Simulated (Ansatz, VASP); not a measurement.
Given: the input of a run of Ansatz 0.2.0 on Zr.

The input input.yaml:

```yaml
crystal:
  lattice:
    - [-1.7855375418, 1.7855375418, 1.7855375418]
    - [1.7855375418, -1.7855375418, 1.7855375418]
    - [1.7855375418, 1.7855375418, -1.7855375418]
  atoms:
    - { symbol: Zr, position: [0.0, 0.0, 0.0] }
hamiltonian:
  xc: lda
  pseudopotentials: { kind: paw }
kpoints:
  mp_grid: { grid: [10, 10, 10] }
scf:
  occupations: { method: fermi_dirac, width: 0.05 }
output:
  forces: true
  stress: true
  eigenvalues: true
```

Potentials or basis: Ansatz PAW.

Run with:

```sh
$ ansatz run input.yaml --threads 1 --pin off --max-ram 3584MiB --backend cpu --events-out ev --progress --plain --runs-dir out
```

Question: Set up the same calculation for VASP 6.6.1. Potentials there: VASP PAW LDA potentials, release 64 (Zr_sv).

Answer: As run (the cutoff follows the program's own potentials):

The input INCAR:

```
SYSTEM = Zr
ALGO = Normal
EDIFF = 1E-6
ENCUT = 500
GGA = CA
GGA_COMPAT = .FALSE.
ISIF = 2
ISMEAR = -1
LASPH = .TRUE.
LCHARG = .FALSE.
LREAL = .FALSE.
LWAVE = .FALSE.
NBANDS = 12
NELM = 120
PREC = Accurate
SIGMA = 0.05
```

The input KPOINTS:

```
k-points
0
G
  10 10 10
  0 0 0
```

File POSCAR:

```
Zr
1.0
   -1.7855375418      1.7855375418      1.7855375418
    1.7855375418     -1.7855375418      1.7855375418
    1.7855375418      1.7855375418     -1.7855375418
Zr
1
Direct
    0.0000000000      0.0000000000      0.0000000000
```

Potentials or basis: VASP PAW LDA potentials, release 64 (Zr_sv).

Command:

```sh
$ cat potpaw_LDA.64/Zr_sv/POTCAR > POTCAR
$ mpirun -np 1 vasp_std > vasp.out
```

Both were run:

|  | VASP | Ansatz | Ansatz less VASP |
| --- | --- | --- | --- |
| gap on the k mesh at the Fermi level (eV) | none | none | - |
| pressure (GPa) | -6.9 | -7.0 | -0.10 |

LDA's correlation is that of Perdew and Zunger in VASP and of Perdew and Wang (1992) in Ansatz. A gap of «none» marks a metal or a gap that the smearing closes.
